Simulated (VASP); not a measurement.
# Ni3Hg (Pm-3m) in VASP: a series of runs

Aim: see how the results for Ni3Hg move with the level of theory and the settings. Levels: PBEsol, BLYP, LDA, revPBE. Tasks: single point.

Program: VASP 6.6.1. These are calculated values, not measurements. Logs are shortened: lines on timing, memory, paths and dates and some standing lists are left out, and cuts for length are marked.

**1. The cell of the first run**

Symmetry: Pm-3m, No. 221, cubic system. Conventional cell: a = 3.745 Å, b = 3.745 Å, c = 3.745 Å, α = 90.00°, β = 90.00°, γ = 90.00°. Within 3.5 Å of Ni (site symmetry 4/mmm) lie 8 Ni at 2.65 Å and 4 Hg at 2.65 Å. Hg (site symmetry m-3m) has 12 Ni at 2.65 Å within 3.5 Å.

**2. Single point, PBEsol, collinear spin, ferromagnetic start**

INCAR reads:

```
ALGO = Normal ; EDIFF = 1E-6
ENCUT = 600 ; GGA = PS
GGA_COMPAT = False ; ISIF = 2
ISMEAR = -1 ; ISPIN = 2
LASPH = True ; LCHARG = True
LELF = True ; LMAXMIX = 4
LORBIT = 11 ; LREAL = False
LVHAR = True ; LWAVE = False
MAGMOM = 1.5 1.5 1.5 0 ; NBANDS = 33
NELM = 200 ; PREC = Accurate
SIGMA = 0.15
```

KPOINTS reads:

```
k-points
0
Gamma
  6 6 6
```

POSCAR reads:

```
Ni3Hg
1.0
    3.7449110000      0.0000000000      0.0000000000
    0.0000000000      3.7449110000      0.0000000000
    0.0000000000      0.0000000000      3.7449110000
Ni Hg
3 1
Direct
    0.0000000000      0.5000000000      0.5000000000
    0.5000000000      0.0000000000      0.5000000000
    0.5000000000      0.5000000000      0.0000000000
    0.0000000000      0.0000000000      0.0000000000
```

Potentials or basis: VASP PAW PBE potentials, release 64 (Ni, Hg).

Launch:

```bash
> cat potpaw_PBE.64/Ni/POTCAR potpaw_PBE.64/Hg/POTCAR > POTCAR
> mpirun -np 1 vasp_std > vasp.out
```

OUTCAR:

```text
EDIFF = 1E-6
   ENCUT = 600
   GGA = PS
   ISIF = 2
   ISMEAR = -1
   ISPIN = 2
   LASPH = True
   LORBIT = 11
   LREAL = False
   NELM = 200
   PREC = Accurate

 ion  position               nearest neighbor table
   1  0.000  0.500  0.500-   2 2.65   3 2.65   4 2.65   3 2.65   4 2.65   2 2.65   4 2.65   4 2.65
                             2 2.65   3 2.65   3 2.65   2 2.65
   2  0.500  0.000  0.500-   1 2.65   3 2.65   4 2.65   3 2.65   4 2.65   1 2.65   3 2.65   3 2.65
                             1 2.65   4 2.65   4 2.65   1 2.65
   3  0.500  0.500  0.000-   1 2.65   2 2.65   4 2.65   1 2.65   2 2.65   2 2.65   4 2.65   2 2.65
                             1 2.65   4 2.65   1 2.65   4 2.65
   4  0.000  0.000  0.000-   1 2.65   2 2.65   3 2.65   1 2.65   2 2.65   1 2.65   3 2.65   1 2.65
                             2 2.65   3 2.65   2 2.65   3 2.65

  LATTYP: Found a simple cubic cell.
 ALAT       =     3.7449110000

  Lattice vectors:

 A1 = (   3.7449110000,   0.0000000000,   0.0000000000)
 A2 = (   0.0000000000,   3.7449110000,   0.0000000000)
 A3 = (   0.0000000000,   0.0000000000,   3.7449110000)

Analysis of symmetry for initial positions (statically):
=====================================================================
 Subroutine PRICEL returns:
 Original cell was already a primitive cell.

 Routine SETGRP: Setting up the symmetry group for a
 simple cubic supercell.

 Subroutine GETGRP returns: Found 48 space group operations
 (whereof 48 operations were pure point group operations)
 out of a pool of 48 trial point group operations.

The static configuration has the point symmetry O_h .

Analysis of symmetry for dynamics (positions and initial velocities):
=====================================================================
 Subroutine PRICEL returns:
 Original cell was already a primitive cell.

 Routine SETGRP: Setting up the symmetry group for a
 simple cubic supercell.

 Subroutine GETGRP returns: Found 48 space group operations
 (whereof 48 operations were pure point group operations)
 out of a pool of 48 trial point group operations.

The dynamic configuration has the point symmetry O_h .

Analysis of structural, dynamic, and magnetic symmetry:
=====================================================================
 Subroutine PRICEL returns:
 Original cell was already a primitive cell.
[... 130 lines left out ...]
  Thomas-Fermi vector in A             =   2.628525
   LORBIT       =     11    0 simple, 1 ext, 2 COOP (PROOUT), +10 PAW based schemes
   GGA     = PS    functional components
   LHFCALC =     F    Hartree Fock is set to
   AEXX    =    0.0000 exact exchange contribution
   IVDW    =     0    specifies the selected vdW correction
   LEPSILON=     F    determine dielectric tensor
   LRPA    =     F    only Hartree local field effects (RPA)
 spin polarized calculation
  energy-cutoff  :      600.00
  volume of cell :       52.52
 maximum number of plane-waves:      1775
 NGX is ok and might be reduce to    30
   NGX = 15   NGY = 15   NGZ = 15

 number of electron      41.9999976 magnetization       0.6090909

 Free energy of the ion-electron system (eV)
  ---------------------------------------------------
  ext. energy  EPLUGINS =         0.00000000
  ---------------------------------------------------
  free energy    TOTEN  =       -18.45567344 eV

  energy without entropy =      -18.02599062  energy(sigma->0) =      -18.24083203

 E-fermi :   7.0721     XC(G=0): -12.9222

 val. band max:        7.0531223801   @ k =   0.5000   0.3333   0.0000
 cond. band min:       7.0731379616   @ k =   0.5000   0.1667   0.0000
 fundamental gap:      0.0200155815
 Fermi energy:         7.0721294570

 spin component 1

 k-point     1 :       0.0000    0.0000    0.0000
  band No.  band energies     occupation
      1      -2.6544      1.00000
      2      -1.0476      1.00000
      3      -1.0476      1.00000
      4      -0.4475      1.00000
      5      -0.4475      1.00000
      6      -0.4475      1.00000
[... 709 lines left out ...]
     32      26.5669      0.00000
     33      26.9416      0.00000
 Fermi energy:         7.0721294570

 spin component 2

 k-point     1 :       0.0000    0.0000    0.0000
  band No.  band energies     occupation
      1      -2.6562      1.00000
      2      -1.0414      1.00000
      3      -1.0414      1.00000
      4      -0.4382      1.00000
      5      -0.4382      1.00000
      6      -0.4382      1.00000
[... 709 lines left out ...]
     32      26.5381      0.00000
     33      26.9712      0.00000

------------------------ aborting loop because EDIFF is reached ----------------------------------------

  FORCE on cell =-STRESS in cart. coord.  units (eV):
  Direction    XX          YY          ZZ          XY          YZ          ZX
  --------------------------------------------------------------------------------------
  -------------------------------------------------------------------------------------
  Total       -1.9769366     -1.9769366     -1.9769366     -0.0000000     -0.0000000      0.0000000
  in kB      -60.3085400    -60.3085400    -60.3085400     -0.0000000     -0.0000000      0.0000000
  external PRESSURE =     -60.3085400 kB  Pullay stress =       0.0000000 kB

 VOLUME and BASIS-vectors are now :
 -----------------------------------------------------------------------------
  energy-cutoff  :      600.00
  volume of cell :       52.52
      direct lattice vectors                 reciprocal lattice vectors
     3.744911000  0.000000000  0.000000000     0.267029043  0.000000000  0.000000000
     0.000000000  3.744911000  0.000000000     0.000000000  0.267029043  0.000000000
     0.000000000  0.000000000  3.744911000     0.000000000  0.000000000  0.267029043

 POSITION                                       TOTAL-FORCE (eV/Angst)
 -----------------------------------------------------------------------------------
      0.00000      1.87246      1.87246         0.000000      0.000000      0.000000
      1.87246      0.00000      1.87246         0.000000      0.000000      0.000000
      1.87246      1.87246      0.00000         0.000000      0.000000      0.000000
      0.00000      0.00000      0.00000         0.000000      0.000000      0.000000
 -----------------------------------------------------------------------------------
    total drift:                                0.000000      0.000000     -0.000000

  FREE ENERGIE OF THE ION-ELECTRON SYSTEM (eV)
  ---------------------------------------------------
  free  energy   TOTEN  =       -18.4556734354 eV

  energy  without entropy=      -18.0259906236  energy(sigma->0) =      -18.24083203

 total charge

# of ion       s       p       d       tot
------------------------------------------
    1        0.418   0.392   8.370   9.181
    2        0.418   0.392   8.370   9.181
    3        0.418   0.392   8.370   9.181
    4        0.813   0.651   9.266  10.731
--------------------------------------------------
tot          2.068   1.827  34.378  38.273

 magnetization (x)

# of ion       s       p       d       tot
------------------------------------------
    1       -0.001  -0.003   0.213   0.209
    2       -0.001  -0.003   0.213   0.209
    3       -0.001  -0.003   0.213   0.209
    4       -0.000  -0.009   0.003  -0.006
--------------------------------------------------
tot         -0.003  -0.018   0.644   0.622
```

Wall time 82 s (1 thread of Intel Xeon Platinum 8259CL at 2.50GHz (Skylake/Cascade Lake), shared host); peak memory 0.23 GiB.

What came out:

| Quantity | Value |
| --- | --- |
| Free energy | -18.4557 eV |
| Pressure | -6.0 GPa |
| Net moment | 0.61 μB per cell |
| Site moments | Ni +0.21; Hg -0.01 μB |
| Valence electrons inside the program's atomic spheres | Ni 9.18; Hg 10.73 |

Levels at points of the mesh, in eV from the Fermi level:
Spin up:
```csv
k point,band 18,band 19,band 20,band 21,band 22,band 23,band 24,band 25
"(0.00, 0.00, 0.00)",-0.25,-0.10,-0.10,-0.10,1.42,1.42,1.42,6.20
"(0.50, 0.00, 0.00)",-1.01,-0.94,-0.72,-0.51,-0.10,6.05,6.05,6.93
"(0.50, 0.50, 0.00)",-1.15,-0.91,-0.83,0.10,0.40,0.74,0.74,9.59
"(0.50, 0.50, 0.50)",-0.68,-0.64,-0.64,-0.30,-0.24,-0.24,-0.24,2.58
```
Spin down:
```
           k point  band 18  band 19  band 20  band 21  band 22  band 23  band 24  band 25
(0.00, 0.00, 0.00)    -0.04     0.17     0.17     0.17     1.41     1.41     1.41     6.28
(0.50, 0.00, 0.00)    -0.83    -0.74    -0.55    -0.31     0.17     6.10     6.10     6.96
(0.50, 0.50, 0.00)    -0.96    -0.72    -0.58     0.26     0.50     0.95     0.95     9.63
(0.50, 0.50, 0.50)    -0.49    -0.46    -0.46    -0.31     0.01     0.01     0.01     2.71
```

Caveat: the cell stands under tension; the PAW data sets were made with another functional, which shifts forces and pressure a little; spin-orbit coupling is left out, which moves the levels of the heavy elements.

**3. Single point, BLYP, collinear spin, ferromagnetic start**

INCAR reads:

```
PREC     = Accurate       # precision mode
ENCUT    = 600            # plane-wave cutoff, eV
EDIFF    = 1E-6           # SCF threshold, eV
ISMEAR   = -1             # smearing method
SIGMA    = 0.15           # smearing width, eV
LREAL    = False          # projectors in reciprocal space
LASPH    = True           # aspherical terms in the spheres
NELM     = 200            # most SCF steps
ALGO     = Normal         # electronic algorithm
ISIF     = 2              # what is computed and relaxed
LWAVE    = False          # write WAVECAR
LCHARG   = True           # write CHGCAR
ISPIN    = 2              # spin polarisation
MAGMOM   = 1.5 1.5 1.5 0  # initial moments
LORBIT   = 11             # projections on sites
LMAXMIX  = 4              # l up to which the mixer works
GGA      = B5             # functional
ALDAX    = 1.0          
AGGAX    = 1.0          
AGGAC    = 1.0          
ALDAC    = 0.0          
LELF     = True           # ELF
LVHAR    = True         
NBANDS   = 33             # bands
GGA_COMPAT= False
```

KPOINTS reads:

```
Automatic mesh
0
Gamma
  6 6 6
```

POSCAR is that of step 2.

Potentials or basis: VASP PAW PBE potentials, release 64 (Ni, Hg).

Launch:

```bash
> cat potpaw_PBE.64/Ni/POTCAR potpaw_PBE.64/Hg/POTCAR > POTCAR
> mpirun -np 1 vasp_std > vasp.out
```

It took 2.4 min on 1 thread of Intel Xeon Platinum 8259CL at 2.50GHz (Skylake/Cascade Lake), shared host; peak memory 0.23 GiB.

Results (log left out):

```
Free energy                                           : -12.5296 eV
Pressure                                              : 11.8 GPa
Net moment                                            : 0.30 μB per cell
Site moments                                          : Ni +0.10; Hg -0.00 μB
Valence electrons inside the program's atomic spheres : Ni 9.24; Hg 10.78
```

Levels at points of the mesh, in eV from the Fermi level:
Spin up:
| k point | band 18 | band 19 | band 20 | band 21 | band 22 | band 23 | band 24 | band 25 |
| --- | --- | --- | --- | --- | --- | --- | --- | --- |
| (0.00, 0.00, 0.00) | -0.21 | -0.02 | -0.02 | -0.02 | 1.61 | 1.61 | 1.61 | 6.26 |
| (0.50, 0.00, 0.00) | -0.98 | -0.90 | -0.68 | -0.48 | -0.02 | 6.20 | 6.20 | 7.10 |
| (0.50, 0.50, 0.00) | -1.11 | -0.85 | -0.76 | 0.16 | 0.48 | 0.83 | 0.83 | 9.73 |
| (0.50, 0.50, 0.50) | -0.65 | -0.60 | -0.60 | -0.18 | -0.18 | -0.18 | -0.05 | 2.61 |
Spin down:
```tsv
k point	band 17	band 18	band 19	band 20	band 21	band 22	band 23	band 24	band 25	band 26
(0.00, 0.00, 0.00)	-0.35	-0.11	0.12	0.12	0.12	1.61	1.61	1.61	6.29	8.15
(0.50, 0.00, 0.00)	-0.88	-0.88	-0.80	-0.60	-0.39	0.12	6.23	6.23	7.12	7.12
(0.50, 0.50, 0.00)	-1.03	-1.03	-0.76	-0.63	0.24	0.52	0.93	0.93	9.75	9.95
(0.50, 0.50, 0.50)	-0.56	-0.56	-0.51	-0.51	-0.05	-0.05	-0.05	-0.05	2.67	4.83
```

Caveat: the cell stands under pressure; the PAW data sets were made with another functional, which shifts forces and pressure a little; spin-orbit coupling is left out, which moves the levels of the heavy elements.

**4. Single point, LDA, collinear spin, ferromagnetic start**

INCAR reads:

```
SYSTEM = Ni3Hg
ALGO = Normal
EDIFF = 1E-6
ENCUT = 600
GGA_COMPAT = .False.
ISIF = 2
ISMEAR = -1
ISPIN = 2
LASPH = .True.
LCHARG = .False.
LMAXMIX = 4
LORBIT = 11
LREAL = .False.
LWAVE = .False.
MAGMOM = 1.5 1.5 1.5 0
NBANDS = 33
NELM = 200
PREC = Accurate
SIGMA = 0.15
```

KPOINTS reads:

```
k-points
0
Gamma
  6 6 6
  0 0 0
```

POSCAR is that of step 3.

Potentials or basis: VASP PAW LDA potentials, release 64 (Ni, Hg).

Launch:

```bash
> cat potpaw_LDA.64/Ni/POTCAR potpaw_LDA.64/Hg/POTCAR > POTCAR
> mpirun -np 1 vasp_std > vasp.out
```

OUTCAR:

```text
SYSTEM = Ni3Hg
   EDIFF = 1E-6
   ENCUT = 600
   ISIF = 2
   ISMEAR = -1
   ISPIN = 2
   LASPH = .True.
   LORBIT = 11
   LREAL = .False.
   NELM = 200
   PREC = Accurate

 ion  position               nearest neighbor table
   1  0.000  0.500  0.500-   2 2.65   3 2.65   4 2.65   3 2.65   4 2.65   2 2.65   4 2.65   4 2.65
                             2 2.65   3 2.65   3 2.65   2 2.65
   2  0.500  0.000  0.500-   1 2.65   3 2.65   4 2.65   3 2.65   4 2.65   1 2.65   3 2.65   3 2.65
                             1 2.65   4 2.65   4 2.65   1 2.65
   3  0.500  0.500  0.000-   1 2.65   2 2.65   4 2.65   1 2.65   2 2.65   2 2.65   4 2.65   2 2.65
                             1 2.65   4 2.65   1 2.65   4 2.65
[... 1667 lines left out ...]
     0.000000000  3.744911000  0.000000000     0.000000000  0.267029043  0.000000000
     0.000000000  0.000000000  3.744911000     0.000000000  0.000000000  0.267029043

 POSITION                                       TOTAL-FORCE (eV/Angst)
 -----------------------------------------------------------------------------------
      0.00000      1.87246      1.87246         0.000000      0.000000      0.000000
      1.87246      0.00000      1.87246         0.000000      0.000000      0.000000
      1.87246      1.87246      0.00000         0.000000      0.000000      0.000000
      0.00000      0.00000      0.00000         0.000000      0.000000      0.000000
 -----------------------------------------------------------------------------------
    total drift:                                0.000000      0.000000     -0.000000

  FREE ENERGIE OF THE ION-ELECTRON SYSTEM (eV)
  ---------------------------------------------------
  free  energy   TOTEN  =       -20.1359576257 eV

  energy  without entropy=      -19.6936573524  energy(sigma->0) =      -19.91480749

 total charge

# of ion       s       p       d       tot
------------------------------------------
    1        0.419   0.388   8.389   9.196
    2        0.419   0.388   8.389   9.196
    3        0.419   0.388   8.389   9.196
    4        0.816   0.648   9.273  10.737
--------------------------------------------------
tot          2.073   1.811  34.439  38.324

 magnetization (x)

# of ion       s       p       d       tot
------------------------------------------
    1       -0.000  -0.000   0.000   0.000
    2       -0.000  -0.000   0.000   0.000
    3       -0.000  -0.000   0.000   0.000
    4       -0.000  -0.000  -0.000  -0.000
--------------------------------------------------
tot         -0.000  -0.000   0.001   0.001
```

stdout:

```text
POSCAR found type information on POSCAR NiHg
 POSCAR found :  2 types and       4 ions
 scaLAPACK will be used
 LDA part: xc-table for (Slater(with rela. corr.)+CA(PZ))
 , standard interpolation
 POSCAR, INCAR and KPOINTS ok, starting setup
 FFT: planning ... GRIDC
 FFT: planning ... GRID_SOFT
 FFT: planning ... GRID
 WAVECAR not read
 entering main loop
```

It took 90 s on 1 thread of Intel Xeon Platinum 8259CL at 2.50GHz (Skylake/Cascade Lake), shared host; peak memory 0.2 GiB.

What came out:

```
Free energy                                           : -20.1360 eV
Pressure                                              : -11.6 GPa
Band gap on the k mesh                                : zero (filled and empty bands overlap)
Net moment                                            : 0.00 μB per cell
Valence electrons inside the program's atomic spheres : Ni 9.20; Hg 10.74
```

Caveat: the cell stands under tension; the moments typed at the start vanished in this run; spin-orbit coupling is left out, which moves the levels of the heavy elements.

**5. Single point, revPBE, collinear spin, ferromagnetic start**

INCAR reads:

```
PREC = Accurate
ENCUT = 600
EDIFF = 1E-6
ISMEAR = -1
SIGMA = 0.15
LREAL = False
LASPH = True
NELM = 200
ALGO = Normal
ISIF = 2
LWAVE = False
LCHARG = False
ISPIN = 2
MAGMOM = 1.5 1.5 1.5 0
LORBIT = 11
LMAXMIX = 4
GGA = RE
NBANDS = 33
GGA_COMPAT = False
```

KPOINTS reads:

```
Automatic mesh
0
Gamma
  6 6 6
```

POSCAR is that of step 4.

Potentials or basis: VASP PAW PBE potentials, release 64 (Ni, Hg).

Launch:

```bash
> cat potpaw_PBE.64/Ni/POTCAR potpaw_PBE.64/Hg/POTCAR > POTCAR
> mpirun -np 1 vasp_std > vasp.out
```

Run time: 69 s. Hardware: 1 thread of Intel Xeon Platinum 8259CL at 2.50GHz (Skylake/Cascade Lake), shared host; peak memory 0.22 GiB.

Results (log left out):

- Free energy: -14.2726 eV
- Pressure: 5.8 GPa
- Net moment: 0.73 μB per cell
- Site moments: Ni +0.25; Hg -0.01 μB
- Valence electrons inside the program's atomic spheres: Ni 9.17; Hg 10.74

Levels at points of the mesh, in eV from the Fermi level:
Spin up:
| k point | band 17 | band 18 | band 19 | band 20 | band 21 | band 22 | band 23 | band 24 | band 25 | band 26 |
| --- | --- | --- | --- | --- | --- | --- | --- | --- | --- | --- |
| (0.00, 0.00, 0.00) | -0.51 | -0.30 | -0.15 | -0.15 | -0.15 | 1.46 | 1.46 | 1.46 | 6.21 | 8.04 |
| (0.50, 0.00, 0.00) | -1.08 | -1.04 | -0.97 | -0.76 | -0.55 | -0.14 | 6.07 | 6.07 | 6.95 | 6.95 |
| (0.50, 0.50, 0.00) | -1.18 | -1.18 | -0.93 | -0.87 | 0.08 | 0.38 | 0.72 | 0.72 | 9.61 | 9.73 |
| (0.50, 0.50, 0.50) | -0.72 | -0.72 | -0.67 | -0.67 | -0.29 | -0.29 | -0.29 | -0.28 | 2.58 | 4.73 |
Spin down:
```
           k point  band 19  band 20  band 21  band 22  band 23  band 24
(0.00, 0.00, 0.00)     0.20     0.20     0.20     1.44     1.44     1.44
(0.50, 0.00, 0.00)    -0.74    -0.54    -0.31     0.20     6.13     6.13
(0.50, 0.50, 0.00)    -0.70    -0.54     0.27     0.50     0.97     0.97
(0.50, 0.50, 0.50)    -0.44    -0.44    -0.31     0.03     0.03     0.03
```

Caveat: the cell stands under pressure; the PAW data sets were made with another functional, which shifts forces and pressure a little; spin-orbit coupling is left out, which moves the levels of the heavy elements.

**6. Overview**

```tsv
level	gap on the mesh (eV)	pressure (GPa)	moment (μB)
PBEsol	none	-6.0	0.61
BLYP	none	11.8	0.30
revPBE	none	5.8	0.73
```

Alike in all rows: task single point; potentials or basis VASP PAW PBE potentials, release 64 (Ni, Hg); spin collinear, ferromagnetic start; cell as given; k mesh 6 × 6 × 6; cutoff (eV) 600; smearing fermi-dirac 0.15 eV.

The pressure there spans -6.0 GPa (PBEsol) to 11.8 GPa (BLYP); a positive pressure means that this level wants a larger cell, a negative one a smaller.

Caveats: the PAW data sets were made with another functional, which shifts forces and pressure a little; spin-orbit coupling is left out, which moves the levels of the heavy elements; the cell stands under pressure (at least some runs); the cell stands under tension (at least some runs).

Absolute energies hang on the potentials; compare differences alone.

The gap in the log of VASP goes by the Fermi energy; the results here count the filled bands.